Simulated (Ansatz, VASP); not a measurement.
**One calculation of HC6, two programs**

Contents of INCAR:

```
SYSTEM = HC6
  PREC = Accurate
  ENCUT = 520
  EDIFF = 1E-6
  ISMEAR = 0
  SIGMA = 0.1
  LREAL = .False.
  LASPH = .True.
  NELM = 100
  ALGO = Normal
  ISIF = 2
  LWAVE = .False.
  LCHARG = .False.
  LDIPOL = .True.
  IDIPOL = 3
  DIPOL = 0.5 0.5 0.307
  GGA = CA
  NBANDS = 38
```

File KPOINTS:

```
regular mesh
0
Gamma
  6 3 1
  0 0 0
```

File POSCAR:

```
HC6
1.0
    4.8895256614      0.0000000000      0.0000000000
   -1.2223814153      8.7849592876      0.0000000000
    0.0000000000      0.0000000000     22.7474729025
C H
12 2
Direct
    0.0193612757      0.0774451030      0.1758437088
    0.5193612758      0.0774451030      0.1758437088
    0.2742015947      0.0968063788      0.2059542860
    0.7742015947      0.0968063788      0.2059542860
    0.2838822326      0.1355289303      0.2661754406
    0.7838822326      0.1355289303      0.2661754406
    0.0386279421      0.1545151615      0.2955067254
    0.5386279421      0.1545151615      0.2955067254
    0.0488684834      0.1954807970      0.3583587359
    0.5488684834      0.1954807970      0.3583587359
    0.3031723044      0.2126952264      0.3845470194
    0.8031723044      0.2126952264      0.3845470194
    0.0488684834      0.1436746019      0.4605994234
    0.0488684834      0.2472869921      0.4605994234
```

Input for Ansatz:

```yaml
crystal:
  lattice:
    - [4.8895256614, 0.0, 0.0]
    - [-1.2223814153, 8.7849592876, 0.0]
    - [0.0, 0.0, 22.7474729025]
  atoms:
    - { symbol: C, position: [0.0193612757, 0.077445103, 0.1758437088] }
    - { symbol: C, position: [0.5193612758, 0.077445103, 0.1758437088] }
    - { symbol: C, position: [0.2742015947, 0.0968063788, 0.205954286] }
    - { symbol: C, position: [0.7742015947, 0.0968063788, 0.205954286] }
    - { symbol: C, position: [0.2838822326, 0.1355289303, 0.2661754406] }
    - { symbol: C, position: [0.7838822326, 0.1355289303, 0.2661754406] }
    - { symbol: C, position: [0.0386279421, 0.1545151615, 0.2955067254] }
    - { symbol: C, position: [0.5386279421, 0.1545151615, 0.2955067254] }
    - { symbol: C, position: [0.0488684834, 0.195480797, 0.3583587359] }
    - { symbol: C, position: [0.5488684834, 0.195480797, 0.3583587359] }
    - { symbol: C, position: [0.3031723044, 0.2126952264, 0.3845470194] }
    - { symbol: C, position: [0.8031723044, 0.2126952264, 0.3845470194] }
    - { symbol: H, position: [0.0488684834, 0.1436746019, 0.4605994234] }
    - { symbol: H, position: [0.0488684834, 0.2472869921, 0.4605994234] }
basis:
  ecutwfc: 420
kpoints:
  mp_grid: { grid: [6, 3, 1] }
hamiltonian:
  xc: lda
scf:
  occupations: { method: gaussian, width: 0.1 }
output:
  forces: true
  eigenvalues: true
efield:
  axis: 3
  dipole_correction: true
  ramp_width: 0.04
```

Alike in both runs: task single point; functional LDA; k mesh 6 × 3 × 1; occupations gaussian, width 0.1 eV; no spin polarisation.

|  | VASP | Ansatz |
| --- | --- | --- |
| version | VASP 6.6.1 | Ansatz 0.2.0 |
| potentials or method | VASP PAW LDA potentials, release 64 (C, H), cutoff 520 eV | scalar-relativistic, plane waves, PAW |
| valence electrons in the cell | 50 | 50 |

|  | VASP | Ansatz | Ansatz less VASP |
| --- | --- | --- | --- |
| gap on the k mesh at the Fermi level (eV) | 0.05 | 0.05 | 0.000 |
| least direct gap on the mesh (eV) | 0.05 | 0.05 | 0.000 |
| rms of the force components (eV/Å) | 0.994 | 1.002 | +0.0076 |

LDA's correlation is that of Perdew and Zunger in VASP and of Perdew and Wang (1992) in Ansatz. Atom by atom the forces differ by 0.021 eV/Å (rms over components).
